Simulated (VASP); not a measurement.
Set up this calculation in VASP 6.6.1, as the native input.

```yaml
Task: single point
Functional: PBE-based screened hybrid with 25 % exact exchange
Potentials_or_basis: VASP PAW PBE potentials, release 64 (Ti_sv, C)
Cutoff: 520 eV
k_mesh: 6 × 6 × 6
Occupations: fermi-dirac, width 0.05 eV
Spin: no spin polarisation
Dipole_correction: no
Grid_for_exact_exchange_PRECFOCK: Normal
Share_of_exact_exchange: 0.25
Further_INCAR_settings: ALGO = Normal; EDIFF = 1e-06; NBANDS = 15
Screening_parameter: 0.3 1/Å
```

Crystal: TiC.

```
Ti C
1.0
     0.00000    2.15415    2.15415
     2.15415    0.00000    2.15415
     2.15415    2.15415    0.00000
Ti C
1 1
Cartesian
  0.0000 0.0000 0.0000
  2.1542 2.1542 2.1542
```

These files were run (other wordings do the same):

POSCAR

```
TiC
1.0
    0.0000000000      2.1541511025      2.1541511025
    2.1541511025      0.0000000000      2.1541511025
    2.1541511025      2.1541511025      0.0000000000
Ti C
1 1
Direct
    0.0000000000      0.0000000000      0.0000000000
    0.5000000000      0.5000000000      0.5000000000
```

INCAR.step1

```
SYSTEM = TiC
PREC = Accurate
ENCUT = 520
EDIFF = 1E-5
ISMEAR = -1
SIGMA = 0.05
LREAL = .False.
LASPH = .True.
NELM = 80
ALGO = Normal
ISIF = 2
LWAVE = .True.
LCHARG = .False.
GGA = PE
NBANDS = 15
```

INCAR.step2

```
SYSTEM = TiC
PREC = Accurate
ENCUT = 520
EDIFF = 1E-6
ISMEAR = -1
SIGMA = 0.05
LREAL = .False.
LASPH = .True.
NELM = 80
ALGO = Normal
ISIF = 2
LWAVE = .False.
LCHARG = .False.
GGA = PE
LHFCALC = .True.
AEXX = 0.25
HFSCREEN = 0.3
PRECFOCK = Normal
ISTART = 1
NBANDS = 15
```

KPOINTS

```
Automatic mesh
0
Gamma
  6 6 6
  0 0 0
```

Potentials or basis: VASP PAW PBE potentials, release 64 (Ti_sv, C).

Run with:

```console
$ cat potpaw_PBE.64/Ti_sv/POTCAR potpaw_PBE.64/C/POTCAR > POTCAR
$ cp INCAR.step1 INCAR
$ mpirun -np 1 vasp_std > vasp.out
$ cp INCAR.step2 INCAR
$ mpirun -np 1 vasp_std > vasp.out
```

Results of the run:

```json
{"Pressure": "-0.1 GPa", "Band gap on the k mesh": "zero (bands 8 and 9 overlap by 1.67 eV)"}
```

Caveat: the k points lie up to 0.42 Å⁻¹ apart, too coarse for converged energies and pressures of a metal; the PAW data sets were made with another functional, which shifts forces and pressure a little.

Run time: 24 min on 1 thread of Intel(R) Xeon(R) Platinum 8375C CPU @ 2.90GHz (Ice Lake), with other jobs on the host, peak memory 0.25 GiB.
